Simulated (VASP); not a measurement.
# As (Pm-3m) in VASP: further runs

The runs below take As through single point, relaxation of cell and atoms, with r2SCAN.

All numbers are computed with VASP 6.6.1; they aren't measurements. Logs are shortened: lines on timing, memory, paths and dates and some standing lists are left out, and cuts for length are marked.

## 1. The cell of the first run

It takes space group Pm-3m (No. 221, cubic). Conventional cell: a = 2.709 Å, b = 2.709 Å, c = 2.709 Å, α = 90.00°, β = 90.00°, γ = 90.00°. Within 3.6 Å of As (site symmetry m-3m) lie 6 As at 2.71 Å.

## 2. Single point, r2SCAN

The input, POSCAR:

```
As
1.0
    2.7088175467      0.0000000000      0.0000000000
    0.0000000000      2.7088175467      0.0000000000
    0.0000000000      0.0000000000      2.7088175467
As
1
Direct
    0.0000000000      0.0000000000      0.0000000000
```

The input, INCAR.step1:

```
SYSTEM = As
ALGO = Normal ; EDIFF = 1E-4
ENCUT = 520 ; GGA = PE
ISMEAR = -1 ; LASPH = .True.
LCHARG = .False. ; LREAL = .False.
LWAVE = .True. ; NBANDS = 8
NELM = 80 ; PREC = Accurate
SIGMA = 0.05
```

The input, INCAR.step2:

```
SYSTEM = As
ALGO = Normal ; EDIFF = 1E-7
ENCUT = 520 ; ISIF = 2
ISMEAR = -1 ; ISTART = 1
LASPH = .True. ; LCHARG = .False.
LMIXTAU = .True. ; LREAL = .False.
LWAVE = .False. ; METAGGA = R2SCAN
NBANDS = 8 ; NELM = 80
PREC = Accurate ; SIGMA = 0.05
```

The input, KPOINTS:

```
k-points
0
Gamma
  7 7 7
  0 0 0
```

Potentials or basis: VASP PAW PBE potentials, release 64 (As).

The run is started by

```
cat potpaw_PBE.64/As/POTCAR > POTCAR
cp INCAR.step1 INCAR
mpirun -np 1 vasp_std > vasp.out
cp INCAR.step2 INCAR
mpirun -np 1 vasp_std > vasp.out
```

OUTCAR:

```text
SYSTEM = As
   EDIFF = 1E-7
   ENCUT = 520
   ISIF = 2
   ISMEAR = -1
   ISTART = 1
   LASPH = .True.
   LREAL = .False.
   METAGGA = R2SCAN
   NELM = 80
   PREC = Accurate

 ion  position               nearest neighbor table
   1  0.000  0.000  0.000-

  LATTYP: Found a simple cubic cell.
 ALAT       =     2.7088175467

  Lattice vectors:

 A1 = (   2.7088175467,   0.0000000000,   0.0000000000)
 A2 = (   0.0000000000,   2.7088175467,   0.0000000000)
 A3 = (   0.0000000000,   0.0000000000,   2.7088175467)

Analysis of symmetry for initial positions (statically):
=====================================================================
 Subroutine PRICEL returns:
 Original cell was already a primitive cell.

 Routine SETGRP: Setting up the symmetry group for a
 simple cubic supercell.

 Subroutine GETGRP returns: Found 48 space group operations
 (whereof 48 operations were pure point group operations)
 out of a pool of 48 trial point group operations.

The static configuration has the point symmetry O_h .

Analysis of symmetry for dynamics (positions and initial velocities):
=====================================================================
 Subroutine PRICEL returns:
 Original cell was already a primitive cell.

 Routine SETGRP: Setting up the symmetry group for a
 simple cubic supercell.

 Subroutine GETGRP returns: Found 48 space group operations
 (whereof 48 operations were pure point group operations)
 out of a pool of 48 trial point group operations.

The dynamic configuration has the point symmetry O_h .

 Subroutine INISYM returns: Found 48 space group operations
 (whereof 48 operations are pure point group operations),
 and found     1 'primitive' translations

----------------------------------------------------------------------------------------

                                     Primitive cell

  volume of cell :      19.8765

  direct lattice vectors                    reciprocal lattice vectors
     2.708817547  0.000000000  0.000000000     0.369164768  0.000000000  0.000000000
     0.000000000  2.708817547  0.000000000     0.000000000  0.369164768  0.000000000
     0.000000000  0.000000000  2.708817547     0.000000000  0.000000000  0.369164768

  length of vectors
     2.708817547  2.708817547  2.708817547     0.369164768  0.369164768  0.369164768

  position of ions in fractional coordinates (direct lattice)
     0.000000000  0.000000000  0.000000000

  ion indices of the primitive-cell ions
   primitive index   ion index
                 1           1

----------------------------------------------------------------------------------------

 KPOINTS: k-points

Automatic generation of k-mesh.
 Grid dimensions read from file:
 generate k-points for:    7    7    7

 Generating k-lattice:

  Cartesian coordinates                     Fractional coordinates (reciprocal lattice)
     0.052737824  0.000000000  0.000000000     0.142857143  0.000000000  0.000000000
     0.000000000  0.052737824  0.000000000     0.000000000  0.142857143  0.000000000
     0.000000000  0.000000000  0.052737824     0.000000000  0.000000000  0.142857143

  Length of vectors
     0.052737824  0.052737824  0.052737824

  Shift w.r.t. Gamma in fractional coordinates (k-lattice)
     0.000000000  0.000000000  0.000000000

 Subroutine IBZKPT returns following result:
 ===========================================

 Found     20 irreducible k-points:

 Following reciprocal coordinates:
            Coordinates               Weight
  0.000000  0.000000  0.000000      1.000000
  0.142857  0.000000  0.000000      6.000000
  0.285714  0.000000  0.000000      6.000000
  0.428571  0.000000  0.000000      6.000000
  0.142857  0.142857  0.000000     12.000000
  0.285714  0.142857  0.000000     24.000000
[... 12 lines left out ...]
  0.428571  0.428571  0.285714     24.000000
  0.428571  0.428571  0.428571      8.000000
   k-points           NKPTS =     20   k-points in BZ     NKDIM =     20   number of bands    NBANDS=      8
   number of dos      NEDOS =    301   number of ions     NIONS =      1
   total plane-waves  NPLWV =   8000
   dimension x,y,z NGX =    20 NGY =   20 NGZ =   20
   dimension x,y,z NGXF=    40 NGYF=   40 NGZF=   40
   ions per type =               1
   NGX,Y,Z   is equivalent  to a cutoff of  12.27, 12.27, 12.27 a.u.
   NGXF,Y,Z  is equivalent  to a cutoff of  24.55, 24.55, 24.55 a.u.
 SYSTEM =  As
   PREC   = accura    normal or accurate (medium, high low for compatibility)
   ISTART =      1    job   : 0-new  1-cont  2-samecut
   ICHARG =      0    charge: 1-file 2-atom 10-const
   ISPIN  =      1    spin polarized calculation?
   LNONCOLLINEAR =      F non collinear calculations
   LSORBIT =      F    spin-orbit coupling
   LASPH  =      T    aspherical Exc in radial PAW
   ENCUT  =  520.0 eV  38.22 Ry    6.18 a.u.   5.04  5.04  5.04*2*pi/ulx,y,z
   NELM   =     80;   NELMIN=  2; NELMDL=  0     # of ELM steps
   EDIFF  = 0.1E-06   stopping-criterion for ELM
   LREAL  =      F    real-space projection
   EDIFFG = 0.1E-05   stopping-criterion for IOM
   NSW    =      0    number of steps for IOM
   IBRION =     -1    ionic relax: 0-MD 1-quasi-New 2-CG
   NFREE  =      0    steps in history (QN), initial steepest desc. (CG)
   ISIF   =      2    stress and relaxation
   ISYM   =      2    0-nonsym 1-usesym 2-fastsym
   POTIM  = 0.5000    time-step for ionic-motion
   TEBEG  =    0.0;   TEEND  =   0.0 temperature during run
   PSTRESS=    0.0 pullay stress
   NELECT =       5.0000    total number of electrons
   NUPDOWN=      -1.0000    fix difference up-down
   EMIN   =  10.00;   EMAX   =-10.00  energy-range for DOS
   EFERMI =   0.00;   METHOD = LEGACY
   ISMEAR =    -1;   SIGMA  =   0.05  broadening in eV -4-tet -1-fermi 0-gaus
   EFERMI_NEDOS =   21; number of points for ismear=-14 and -15
   IALGO  =     38    algorithm
   IMIX   =      4    mixing-type and parameters
     AMIX     =   0.40;   BMIX     =  1.00
     AMIX_MAG =   1.60;   BMIX_MAG =  1.00
  volume/ion in A,a.u.               =      19.88       134.13
  Fermi-wavevector in a.u.,A,eV,Ry     =   1.033440  1.952918 14.530986  1.067997
  Thomas-Fermi vector in A             =   2.167686
   LORBIT       =      0    0 simple, 1 ext, 2 COOP (PROOUT), +10 PAW based schemes
   METAGGA = R2SCAN    functional components
   LHFCALC =     F    Hartree Fock is set to
   AEXX    =    0.0000 exact exchange contribution
   IVDW    =     0    specifies the selected vdW correction
   LEPSILON=     F    determine dielectric tensor
   LRPA    =     F    only Hartree local field effects (RPA)
 non-spin polarized calculation
  energy-cutoff  :      520.00
  volume of cell :       19.88
 maximum number of plane-waves:       541
   NGX = 11   NGY = 11   NGZ = 11

 number of electron       5.0000001 magnetization

 Free energy of the ion-electron system (eV)
  ---------------------------------------------------
  ext. energy  EPLUGINS =         0.00000000
  ---------------------------------------------------
  free energy    TOTEN  =       -14.59163874 eV

  energy without entropy =      -14.58745662  energy(sigma->0) =      -14.58954768

 E-fermi :   5.5016     XC(G=0): -10.8945

 val. band max:        5.1400811994   @ k =   0.4286   0.2857   0.1429
 cond. band min:       5.5507728665   @ k =   0.4286   0.2857   0.2857
 fundamental gap:      0.4106916670
 Fermi energy:         5.5016121402

 k-point     1 :       0.0000    0.0000    0.0000
  band No.  band energies     occupation
      1      -9.9054      2.00000
      2      10.0559      0.00000
      3      10.0559      0.00000
      4      10.0559      0.00000
      5      14.6265      0.00000
      6      14.6265      0.00000
      7      17.2867      0.00000
      8      31.6547      0.00000

 k-point     2 :       0.1429    0.0000    0.0000
  band No.  band energies     occupation
      1      -9.5151      2.00000
      2       6.5728      0.00000
      3      10.3972      0.00000
      4      10.3972      0.00000
      5      14.9687      0.00000
      6      16.5485      0.00000
      7      19.8600      0.00000
      8      27.9750      0.00000

 k-point     3 :       0.2857    0.0000    0.0000
  band No.  band energies     occupation
      1      -8.4000      2.00000
      2       2.2144      2.00000
      3      11.3068      0.00000
      4      11.3068      0.00000
      5      15.9237      0.00000
      6      17.9357      0.00000
      7      24.0346      0.00000
      8      24.0346      0.00000

 k-point     4 :       0.4286    0.0000    0.0000
  band No.  band energies     occupation
      1      -6.9545      2.00000
      2      -0.9349      2.00000
      3      12.2814      0.00000
      4      12.2814      0.00000
      5      17.0710      0.00000
      6      19.8740      0.00000
      7      21.5143      0.00000
      8      21.5143      0.00000

 k-point     5 :       0.1429    0.1429    0.0000
  band No.  band energies     occupation
      1      -9.1247      2.00000
      2       6.6593      0.00000
      3       7.2307      0.00000
      4      10.7378      0.00000
      5      16.0763      0.00000
      6      19.4854      0.00000
      7      20.2910      0.00000
      8      24.5495      0.00000
[... 133 lines left out ...]
 k-point    18 :       0.4286    0.2857    0.2857
  band No.  band energies     occupation
      1      -3.8824      2.00000
      2       1.7482      2.00000
      3       5.5508      0.54451
      4       6.8896      0.00000
      5      13.2819      0.00000
      6      14.3517      0.00000
      7      17.9996      0.00000
      8      24.0401      0.00000

 k-point    19 :       0.4286    0.4286    0.2857
  band No.  band energies     occupation
      1      -2.3269      2.00000
      2       2.7270      2.00000
      3       3.0264      2.00000
      4       7.4547      0.00000
      5      10.9870      0.00000
      6      15.1773      0.00000
      7      15.3773      0.00000
      8      20.9922      0.00000

 k-point    20 :       0.4286    0.4286    0.4286
  band No.  band energies     occupation
      1      -0.6754      2.00000
      2       3.7496      2.00000
      3       3.7496      2.00000
      4       4.5302      2.00000
      5      12.1975      0.00000
      6      12.7108      0.00000
      7      12.7108      0.00000
      8      17.8351      0.00000

------------------------ aborting loop because EDIFF is reached ----------------------------------------

  FORCE on cell =-STRESS in cart. coord.  units (eV):
  Direction    XX          YY          ZZ          XY          YZ          ZX
  --------------------------------------------------------------------------------------
  -------------------------------------------------------------------------------------
  Total       -0.0061385     -0.0061385     -0.0061385     -0.0000000      0.0000000     -0.0000000
  in kB       -0.4948059     -0.4948059     -0.4948059     -0.0000000      0.0000000     -0.0000000
  external PRESSURE =      -0.4948059 kB  Pullay stress =       0.0000000 kB

 VOLUME and BASIS-vectors are now :
 -----------------------------------------------------------------------------
  energy-cutoff  :      520.00
  volume of cell :       19.88
      direct lattice vectors                 reciprocal lattice vectors
     2.708817547  0.000000000  0.000000000     0.369164768  0.000000000  0.000000000
     0.000000000  2.708817547  0.000000000     0.000000000  0.369164768  0.000000000
     0.000000000  0.000000000  2.708817547     0.000000000  0.000000000  0.369164768

 POSITION                                       TOTAL-FORCE (eV/Angst)
 -----------------------------------------------------------------------------------
      0.00000      0.00000      0.00000         0.000000      0.000000      0.000000
 -----------------------------------------------------------------------------------
    total drift:                               -0.000000      0.000000     -0.000000

  FREE ENERGIE OF THE ION-ELECTRON SYSTEM (eV)
  ---------------------------------------------------
  free  energy   TOTEN  =       -14.5916387431 eV

  energy  without entropy=      -14.5874566243  energy(sigma->0) =      -14.58954768
```

Run time: 18 s. Hardware: 1 thread of AMD EPYC 7R43 (Zen 3), shared host; peak memory 0.09 GiB.

Results:

| Item | Value |
| --- | --- |
| Free energy | -14.5916 eV |
| Pressure | 0.0 GPa |

Caveat: the PAW data sets were made with another functional, which shifts forces and pressure a little.

## 3. Relaxation of cell and atoms, r2SCAN

This run uses another cell than the first one, of 23.64 Å³/atom, 1.189 times its volume.

The input, POSCAR:

```
As
1.0
    2.8700000000      0.0000000000      0.0000000000
    0.0000000000      2.8700000000      0.0000000000
    0.0000000000      0.0000000000      2.8700000000
As
1
Direct
    0.0000000000      0.0000000000      0.0000000000
```

The input, INCAR.step1:

```
PREC = Accurate ; ENCUT = 600
ISMEAR = -1 ; SIGMA = 0.05
LREAL = F ; LASPH = T
NELM = 100 ; GGA = PE
ALGO = Normal ; EDIFF = 1E-4
LWAVE = T ; LCHARG = F
```

The input, INCAR.step2:

```
PREC = Accurate ; ENCUT = 600
EDIFF = 1E-7 ; ISMEAR = -1
SIGMA = 0.05 ; LREAL = F
LASPH = T ; NELM = 100
ALGO = Normal ; ISIF = 3
LWAVE = F ; LCHARG = F
METAGGA = R2SCAN ; LMIXTAU = T
IBRION = 2 ; NSW = 80
EDIFFG = -0.02 ; ISTART = 1
```

The input, KPOINTS:

```
regular mesh
0
Gamma
  7 7 7
```

Potentials or basis: VASP PAW PBE potentials, release 64 (As).

The run is started by

```
cat potpaw_PBE.64/As/POTCAR > POTCAR
cp INCAR.step1 INCAR
mpirun -np 1 vasp_std > vasp.out
cp INCAR.step2 INCAR
mpirun -np 1 vasp_std > vasp.out
```

Wall time 52 s (1 thread of AMD EPYC 7R43 (Zen 3), shared host); peak memory 0.11 GiB.

Results (log left out):

```yaml
Free_energy: -14.5923 eV
Relaxed_volume: 19.86 Å³/atom
Relaxed_cell: a = 2.708 Å, b = 2.708 Å, c = 2.708 Å, α = 90.00°, β = 90.00°, γ = 90.00°
Space_group_after_relaxing_to_0.05_Å: Pm-3m (No. 221)
Energy_gained_by_relaxing: 149.0 meV/atom
Ionic_steps: 3
Pressure_after_relaxing: 0.0 GPa
```

Step by step:
| step | energy change (eV) | largest force (eV/Å) | pressure (GPa) | volume (Å³) |
| --- | --- | --- | --- | --- |
| 1 | 0.0000 | 0.0000 | -10.63 | 23.64 |
| 2 | -0.1258 | 0.0000 | 6.61 | 18.67 |
| 3 | -0.1490 | 0.0000 | 0.04 | 19.86 |

Final structure:
```
As
1.0
     2.70800    0.00000    0.00000
     0.00000    2.70800    0.00000
     0.00000    0.00000    2.70800
As
1
Direct
  0.00000 0.00000 0.00000
```

Levels at points of the mesh, in eV from the Fermi level:
```tsv
k point	band 1	band 2	band 3	band 4	band 5	band 6
(0.00, 0.00, 0.00)	-15.41	4.56	4.56	4.56	9.13	9.13
```

Caveat: the volume moved by over 15 % at a fixed basis, so the end points are rough; the PAW data sets were made with another functional, which shifts forces and pressure a little.
